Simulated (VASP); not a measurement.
Write the native input for VASP 6.6.1 that does the following.

```
Task                   : single point
Functional             : PBEsol
Potentials or basis    : VASP PAW PBE potentials, release 64 (Ca_sv)
Cutoff                 : 520 eV
k mesh                 : 16 × 16 × 16
Occupations            : gaussian, width 0.15 eV
Spin                   : no spin polarisation
Dipole correction      : no
Further INCAR settings : ALGO = Fast; EDIFF = 1e-06; NBANDS = 11
```

The structure of Ca lies in POSCAR:

```
Ca
1.0
    0.0000000000      3.1365413478      2.2175347329
    3.1365413478      0.0000000000      2.2175347329
    3.1365413478      3.1365413478      0.0000000000
Ca
1
Direct
    0.0000000000      0.0000000000      0.0000000000
```

This cell differs from its parent crystal: ratio of the length along z to the lengths across it x 0.707, volume and fractional coordinates fixed.

The input as run:

INCAR

```
ALGO = Fast ; EDIFF = 1E-6
ENCUT = 520 ; GGA = PS
ISIF = 2 ; ISMEAR = 0
LASPH = T ; LCHARG = F
LREAL = F ; LWAVE = F
NBANDS = 11 ; NELM = 80
PREC = Accurate ; SIGMA = 0.15
```

KPOINTS

```
k-points
0
Gamma
  16 16 16
```

Potentials or basis: VASP PAW PBE potentials, release 64 (Ca_sv).

Run with:

```sh
$ cat potpaw_PBE.64/Ca_sv/POTCAR > POTCAR
$ mpirun -np 1 vasp_std > vasp.out
```

It gave:

| Quantity | Value |
| --- | --- |
| Pressure | -1.2 GPa |
| Band gap on the k mesh | zero (band 5 reaches 2.14 eV, above the bottom of band 6 at 1.76 eV) |

Caveat: the PAW data sets were made with another functional, which shifts forces and pressure a little.

Run time: 100 s on 1 thread of Intel(R) Xeon(R) 6975P-C (Granite Rapids), on a shared host, peak memory 0.3 GiB.
